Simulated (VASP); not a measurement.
# Al8N in VASP: notebook

Runs on Al8N. Level: PBE. Tasks: relaxation of the atoms.

All numbers are computed with VASP 6.6.1; they aren't measurements. Logs are shortened: lines on timing, memory, paths and dates and some standing lists are left out, and cuts for length are marked.

**1. The cell of the first run**

The cell holds a slab with vacuum, 9 atoms: a = 2.854 Å, b = 2.854 Å, c = 31.975 Å, α = 90.00°, β = 90.00°, γ = 120.00°.

**2. Relaxation of the atoms, PBE**

INCAR reads:

```
SYSTEM = Al8N
PREC = Accurate
ENCUT = 520
EDIFF = 1E-6
ISMEAR = 0
SIGMA = 0.1
LREAL = .False.
LASPH = .True.
NELM = 60
ALGO = Fast
ISIF = 2
LWAVE = .False.
LCHARG = .False.
LDIPOL = .True.
IDIPOL = 3
DIPOL = 0.5 0.5 0.417
GGA = PE
IBRION = 2
NSW = 36
EDIFFG = -0.025
```

KPOINTS reads:

```
Automatic mesh
0
Gamma
  9 9 1
  0 0 0
```

POSCAR reads:

```
Al8N
1.0
    2.8535431553      0.0000000000      0.0000000000
   -1.4267715776      2.4712408633      0.0000000000
    0.0000000000      0.0000000000     31.9749291745
Al N
8 1
Selective dynamics
Direct
    0.3333333333      0.6666666667      0.1250980097  F F F
    0.0000000000      0.0000000000      0.1984481219  F F F
    0.6666666667      0.3333333333      0.2717982342  F F F
    0.0000000000      0.0000000000      0.3451483464  F F F
    0.3333333333      0.6666666667      0.4179223923  F F F
    0.0000000000      0.0000000000      0.4916598226  F F F
    0.6666666667      0.3333333333      0.5654146322  F F F
    0.0000000000      0.0000000000      0.6403432221  F F F
    0.0000000000      0.1666666667      0.6965517934  F F T
```

Potentials or basis: VASP PAW PBE potentials, release 64 (Al, N).

Launch:

```sh
$ cat potpaw_PBE.64/Al/POTCAR potpaw_PBE.64/N/POTCAR > POTCAR
$ mpirun -np 1 vasp_std > vasp.out
```

OUTCAR:

```text
SYSTEM = Al8N
   PREC = Accurate
   ENCUT = 520
   EDIFF = 1E-6
   ISMEAR = 0
   LREAL = .False.
   LASPH = .True.
   NELM = 60
   ISIF = 2
   GGA = PE
   IBRION = 2
   NSW = 36
   EDIFFG = -0.025

 ion  position               nearest neighbor table
   1  0.333  0.667  0.125-   2 2.87   2 2.87   2 2.87
   2  0.000  0.000  0.198-   1 2.87   1 2.87   1 2.87   3 2.87   3 2.87   3 2.87
   3  0.667  0.333  0.272-   4 2.87   4 2.87   4 2.87   2 2.87   2 2.87   2 2.87
   4  0.000  0.000  0.345-   5 2.85   5 2.85   5 2.85   3 2.87   3 2.87   3 2.87
   5  0.333  0.667  0.418-   4 2.85   4 2.85   4 2.85   6 2.88   6 2.88   6 2.88
   6  0.000  0.000  0.492-   5 2.88   5 2.88   5 2.88   7 2.88   7 2.88   7 2.88
   7  0.667  0.333  0.565-   6 2.88   6 2.88   6 2.88   8 2.91   8 2.91   8 2.91
   8  0.000  0.000  0.640-   9 1.86   7 2.91   7 2.91   7 2.91
   9  0.000  0.167  0.697-   8 1.86

  LATTYP: Found a hexagonal cell.
 ALAT       =     2.8535431553
 C/A-ratio  =    11.2053427736

  Lattice vectors:

 A1 = (   2.8535431553,   0.0000000000,   0.0000000000)
 A2 = (  -1.4267715776,   2.4712408633,   0.0000000000)
 A3 = (   0.0000000000,   0.0000000000,  31.9749291745)

Analysis of symmetry for initial positions (statically):
=====================================================================
 Subroutine PRICEL returns:
 Original cell was already a primitive cell.

 Routine SETGRP: Setting up the symmetry group for a
 hexagonal supercell.

 Subroutine GETGRP returns: Found  1 space group operations
 (whereof  1 operations were pure point group operations)
 out of a pool of 24 trial point group operations.

The static configuration has the point symmetry C_1 .

Analysis of symmetry for dynamics (positions and initial velocities):
=====================================================================
 Subroutine PRICEL returns:
 Original cell was already a primitive cell.

 Routine SETGRP: Setting up the symmetry group for a
 hexagonal supercell.

 Subroutine GETGRP returns: Found  1 space group operations
 (whereof  1 operations were pure point group operations)
 out of a pool of 24 trial point group operations.

The dynamic configuration has the point symmetry C_1 .

Analysis of constrained symmetry for selective dynamics:
=====================================================================
 Subroutine PRICEL returns:
[... 138 lines left out ...]
   ISMEAR =     0;   SIGMA  =   0.10  broadening in eV -4-tet -1-fermi 0-gaus
   EFERMI_NEDOS =   21; number of points for ismear=-14 and -15
   IALGO  =     68    algorithm
   IMIX   =      4    mixing-type and parameters
     AMIX     =   0.40;   BMIX     =  1.00
     AMIX_MAG =   1.60;   BMIX_MAG =  1.00
  volume/ion in A,a.u.               =      25.05       169.07
  Fermi-wavevector in a.u.,A,eV,Ry     =   0.826363  1.561601  9.291101  0.682877
  Thomas-Fermi vector in A             =   1.938382
   LORBIT       =      0    0 simple, 1 ext, 2 COOP (PROOUT), +10 PAW based schemes
   GGA     = PE    functional components
   LHFCALC =     F    Hartree Fock is set to
   AEXX    =    0.0000 exact exchange contribution
   IVDW    =     0    specifies the selected vdW correction
   LEPSILON=     F    determine dielectric tensor
   LRPA    =     F    only Hartree local field effects (RPA)
 conjugate gradient relaxation of ions
 non-spin polarized calculation
 RMM-DIIS sequential band-by-band and
 Gauss-broadening in eV      SIGMA  =   0.10
  energy-cutoff  :      520.00
  volume of cell :      225.48
 maximum number of plane-waves:      6109
 NGX is ok and might be reduce to    24
   NGX = 11   NGY = 11   NGZ =119

 dipolmoment           0.000000      0.000000     -0.068731 electrons x Angstroem

--------------------------------------- Ionic step        1  -------------------------------------------

 number of electron      29.0000000 magnetization

 Free energy of the ion-electron system (eV)
  ---------------------------------------------------
  ext. energy  EPLUGINS =         0.00000000
  ---------------------------------------------------
  free energy    TOTEN  =       -34.02889004 eV

  energy without entropy =      -33.99776710  energy(sigma->0) =      -34.01332857

------------------------ aborting loop because EDIFF is reached ----------------------------------------

  FORCE on cell =-STRESS in cart. coord.  units (eV):
  Direction    XX          YY          ZZ          XY          YZ          ZX
  --------------------------------------------------------------------------------------
  -------------------------------------------------------------------------------------
  Total       -2.1038310     -2.1605584     -1.0182713     -0.0507787      0.6236532     -0.2885182
  in kB      -14.9490064    -15.3520892     -7.2354407     -0.3608137      4.4314373     -2.0500980
  external PRESSURE =     -12.5121787 kB  Pullay stress =       0.0000000 kB
[... 73 lines left out ...]
--------------------------------------- Ionic step        3  -------------------------------------------

 number of electron      29.0000000 magnetization

 dipolmoment           0.000000      0.000000      0.171148 electrons x Angstroem

 Free energy of the ion-electron system (eV)
  ---------------------------------------------------
  ext. energy  EPLUGINS =         0.00000000
  ---------------------------------------------------
  free energy    TOTEN  =       -34.04290462 eV

  energy without entropy =      -34.01053507  energy(sigma->0) =      -34.02671984

 E-fermi :   2.3454     XC(G=0):  -6.9580

 val. band max:        2.3436835853   @ k =   0.0000   0.2222   0.0000
 cond. band min:       2.3467359824   @ k =  -0.2222   0.2222   0.0000
 fundamental gap:      0.0030523972
 Fermi energy:         2.3453927446

 k-point     1 :       0.0000    0.0000    0.0000
  band No.  band energies     occupation
      1     -11.6327      2.00000
      2      -8.6703      2.00000
      3      -8.3447      2.00000
      4      -7.8556      2.00000
      5      -7.1221      2.00000
      6      -6.2698      2.00000
[... 505 lines left out ...]
      6      -2.5968      2.00000
[... 11 lines left out ...]
     18       3.0140      0.00000
     19       3.6469      0.00000

 [... further k-points ...]

------------------------ aborting loop because EDIFF is reached ----------------------------------------

 vacuum level on the upper side and lower side of the slab       (xc-potential included)         1.994        -2.338

  FORCE on cell =-STRESS in cart. coord.  units (eV):
  Direction    XX          YY          ZZ          XY          YZ          ZX
  --------------------------------------------------------------------------------------
  -------------------------------------------------------------------------------------
  Total       -1.8930688     -1.9047850     -0.0508330     -0.0767189      0.9343207     -0.4720024
  in kB      -13.4514121    -13.5346625     -0.3611997     -0.5451344      6.6389199     -3.3538660
  external PRESSURE =      -9.1157581 kB  Pullay stress =       0.0000000 kB
[... 24 lines left out ...]
  FREE ENERGIE OF THE ION-ELECTRON SYSTEM (eV)
  ---------------------------------------------------
  free  energy   TOTEN  =       -34.0429046212 eV

  energy  without entropy=      -34.0105350652  energy(sigma->0) =      -34.02671984

 reached required accuracy - stopping structural energy minimisation

 vacuum level on the upper side and lower side of the slab        10.644         6.237
```

OSZICAR:

```text
N       E                     dE             d eps       ncg     rms          rms(c)
DAV:   1     0.966474393116E+02    0.96647E+02   -0.10134E+04  1558   0.116E+03
DAV:   2    -0.210955382199E+02   -0.11774E+03   -0.11338E+03  2101   0.181E+02
[... 81 lines left out ...]
RMM:  13    -0.340428973890E+02   -0.12234E-04   -0.12705E-04  1045   0.698E-03    0.110E-02
RMM:  14    -0.340428998988E+02   -0.25098E-05   -0.32482E-05   993   0.491E-03    0.106E-02
RMM:  15    -0.340429023156E+02   -0.24168E-05   -0.35171E-05   993   0.423E-03    0.686E-03
RMM:  16    -0.340429030672E+02   -0.75164E-06   -0.10434E-05  1020   0.431E-03    0.148E-03
RMM:  17    -0.340429042053E+02   -0.11381E-05   -0.11762E-05   819   0.291E-03    0.657E-04
RMM:  18    -0.340429046212E+02   -0.41596E-06   -0.42332E-06   510   0.204E-03
   3 F= -.34042905E+02 E0= -.34026720E+02  d E =-.140146E-01
```

CONTCAR:

```text
Al8N
   1.00000000000000
     2.8535431553000001    0.0000000000000000    0.0000000000000000
    -1.4267715776000001    2.4712408632999998    0.0000000000000000
     0.0000000000000000    0.0000000000000000   31.9749291745000015
  Al              N
     8     1
Selective dynamics
Direct
     0.3333333332999970    0.6666666667000030    0.1250980096999967   F   F   F
     0.0000000000000000    0.0000000000000000    0.1984481219000003   F   F   F
     0.6666666667000030    0.3333333332999970    0.2717982341999985   F   F   F
     0.0000000000000000    0.0000000000000000    0.3451483464000020   F   F   F
     0.3333333332999970    0.6666666667000030    0.4179223922999995   F   F   F
     0.0000000000000000    0.0000000000000000    0.4916598225999991   F   F   F
     0.6666666667000030    0.3333333332999970    0.5654146322000031   F   F   F
     0.0000000000000000    0.0000000000000000    0.6403432221000003   F   F   F
     0.0000000000000000    0.1666666667000030    0.6951792353255366   F   F   T

  0.00000000E+00  0.00000000E+00  0.00000000E+00
  0.00000000E+00  0.00000000E+00  0.00000000E+00
  0.00000000E+00  0.00000000E+00  0.00000000E+00
  0.00000000E+00  0.00000000E+00  0.00000000E+00
  0.00000000E+00  0.00000000E+00  0.00000000E+00
  0.00000000E+00  0.00000000E+00  0.00000000E+00
  0.00000000E+00  0.00000000E+00  0.00000000E+00
  0.00000000E+00  0.00000000E+00  0.00000000E+00
  0.00000000E+00  0.00000000E+00  0.00000000E+00
```

Wall time 32 min (1 thread of Oxide Virtual Turin-like, shared host); peak memory 0.43 GiB.

What came out:

```yaml
Free_energy: -34.0429 eV
Energy_gained_by_relaxing: 1.6 meV/atom
Ionic_steps: 3
```

Step by step:
| step | energy change (eV) | largest force on free atoms (eV/Å) | pressure (GPa) |
| --- | --- | --- | --- |
| 1 | 0.0000 | 0.6103 | -1.25 |
| 2 | -0.0124 | 0.2190 | -1.03 |
| 3 | -0.0140 | 0.0035 | -0.91 |

Final structure:
```cif
data_structure
_symmetry_space_group_name_H-M 'P 1'
_symmetry_Int_Tables_number 1
_cell_length_a 2.8535
_cell_length_b 2.8535
_cell_length_c 31.9749
_cell_angle_alpha 90.000
_cell_angle_beta 90.000
_cell_angle_gamma 120.000
_cell_volume 225.48
loop_
_atom_site_label
_atom_site_type_symbol
_atom_site_fract_x
_atom_site_fract_y
_atom_site_fract_z
_atom_site_occupancy
Al1 Al 0.33333 0.66667 0.12510 1
Al2 Al 0.00000 0.00000 0.19845 1
Al3 Al 0.66667 0.33333 0.27180 1
Al4 Al 0.00000 0.00000 0.34515 1
Al5 Al 0.33333 0.66667 0.41792 1
Al6 Al 0.00000 0.00000 0.49166 1
Al7 Al 0.66667 0.33333 0.56541 1
Al8 Al 0.00000 0.00000 0.64034 1
N1 N 0.00000 0.16667 0.69518 1
```

Caveat: the highest band is partly filled, so the run has too few bands.

**3. Relaxation of the atoms, PBE**

INCAR reads:

```
PREC = Accurate ; ENCUT = 520
EDIFF = 1E-7 ; ISMEAR = 0
SIGMA = 0.1 ; LREAL = F
LASPH = T ; NELM = 80
ALGO = Fast ; ISIF = 2
LWAVE = F ; LCHARG = F
LDIPOL = T ; IDIPOL = 3
DIPOL = 0.5 0.5 0.415 ; GGA = PE
IBRION = 2 ; NSW = 36
EDIFFG = -0.025
```

KPOINTS reads:

```
Automatic mesh
0
Gamma
  9 9 1
```

POSCAR, as its differences from that of step 2:

```diff
@@ -17,2 +17,2 @@
     0.0000000000      0.0000000000      0.6403432221  F F F
-    0.0000000000      0.1666666667      0.6965517934  F F T
+    0.5000000000      0.3333333333      0.6792508783  F F T
```

Potentials or basis: VASP PAW PBE potentials, release 64 (Al, N).

Launch:

```sh
$ cat potpaw_PBE.64/Al/POTCAR potpaw_PBE.64/N/POTCAR > POTCAR
$ mpirun -np 1 vasp_std > vasp.out
```

Wall time 47 min (1 thread of Oxide Virtual Turin-like, shared host); peak memory 0.43 GiB.

The run converged. Its results:

```yaml
Free_energy: -35.8476 eV
Energy_gained_by_relaxing: 20.6 meV/atom
Ionic_steps: 4
```

The path:
```csv
step,energy change (eV),largest force on free atoms (eV/Å),pressure (GPa)
1,0.0000,1.8190,-0.27
2,-0.1288,1.0878,0.45
3,-0.1855,0.0490,1.48
4,-0.1856,0.0066,1.43
```

Final structure:
```yaml
crystal:
  lattice:
    - [2.85354, 0.00000, 0.00000]
    - [-1.42677, 2.47124, 0.00000]
    - [0.00000, 0.00000, 31.97493]
  atoms:
    - { symbol: Al, position: [0.33333, 0.66667, 0.12510] }
    - { symbol: Al, position: [0.00000, 0.00000, 0.19845] }
    - { symbol: Al, position: [0.66667, 0.33333, 0.27180] }
    - { symbol: Al, position: [0.00000, 0.00000, 0.34515] }
    - { symbol: Al, position: [0.33333, 0.66667, 0.41792] }
    - { symbol: Al, position: [0.00000, 0.00000, 0.49166] }
    - { symbol: Al, position: [0.66667, 0.33333, 0.56541] }
    - { symbol: Al, position: [0.00000, 0.00000, 0.64034] }
    - { symbol: N, position: [0.50000, 0.33333, 0.67341] }
```

Levels at points of the mesh, in eV from the Fermi level:
```tsv
k point	band 11	band 12	band 13	band 14	band 15	band 16	band 17	band 18
(0.00, 0.00, 0.00)	-1.91	-0.47	0.19	1.03	1.27	2.82	4.03	5.17
```

Caveat: the highest band is partly filled, so the run has too few bands.
